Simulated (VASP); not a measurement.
Input of a VASP 6.6.1 run:

The input INCAR:

```
SYSTEM = In
ALGO = Normal ; EDIFF = 1E-6
ENCUT = 520 ; GGA = PS
ISIF = 2 ; ISMEAR = 1
LASPH = .TRUE. ; LCHARG = .FALSE.
LREAL = .FALSE. ; LWAVE = .FALSE.
NBANDS = 12 ; NELM = 80
PREC = Accurate ; SIGMA = 0.05
```

File KPOINTS:

```
k-points
0
G
  11 11 11
  0 0 0
```

Contents of POSCAR:

```
In
1.0
   -1.8825250000      1.8825250000      1.8825250000
    1.8825250000     -1.8825250000      1.8825250000
    1.8825250000      1.8825250000     -1.8825250000
In
1
Direct
    0.0000000000      0.0000000000      0.0000000000
```

Potentials or basis: VASP PAW PBE potentials, release 64 (In_d).

The run is started by

```sh
$ cat potpaw_PBE.64/In_d/POTCAR > POTCAR
$ mpirun -np 1 vasp_std > vasp.out
```

What does it give for the pressure?

-1.3 GPa.

Caveat: the PAW data sets were made with another functional, which shifts forces and pressure a little.
